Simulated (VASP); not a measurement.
Set up this calculation in VASP 6.6.1, as the native input.

```yaml
Task: single point
Functional: LDA
Potentials_or_basis: VASP PAW LDA potentials, release 64 (Ta_pv)
Cutoff: 520 eV
k_mesh: 11 × 11 × 11
Occupations: fermi-dirac, width 0.05 eV
Spin: no spin polarisation
Dipole_correction: no
Further_INCAR_settings: ALGO = Fast; EDIFF = 1e-07; NBANDS = 12
```

The structure of Ta lies in POSCAR:

```
Ta
1.0
   -1.6512800000      1.6512800000      1.6512800000
    1.6512800000     -1.6512800000      1.6512800000
    1.6512800000      1.6512800000     -1.6512800000
Ta
1
Direct
    0.0000000000      0.0000000000      0.0000000000
```

These files were run (other wordings do the same):

INCAR

```
PREC = Accurate
ENCUT = 520
EDIFF = 1E-7
ISMEAR = -1
SIGMA = 0.05
LREAL = False
LASPH = True
NELM = 60
ALGO = Fast
ISIF = 2
LWAVE = False
LCHARG = False
GGA = CA
NBANDS = 12
```

KPOINTS

```
regular mesh
0
Gamma
  11 11 11
```

Potentials or basis: VASP PAW LDA potentials, release 64 (Ta_pv).

The run is started by

```bash
$ cat potpaw_LDA.64/Ta_pv/POTCAR > POTCAR
$ mpirun -np 1 vasp_std > vasp.out
```

Results of the run:

* Pressure: -8.6 GPa

It took 4.5 s on 1 thread of Intel(R) Xeon(R) 6975P-C (Granite Rapids), with other jobs on the host, peak memory 0.13 GiB.
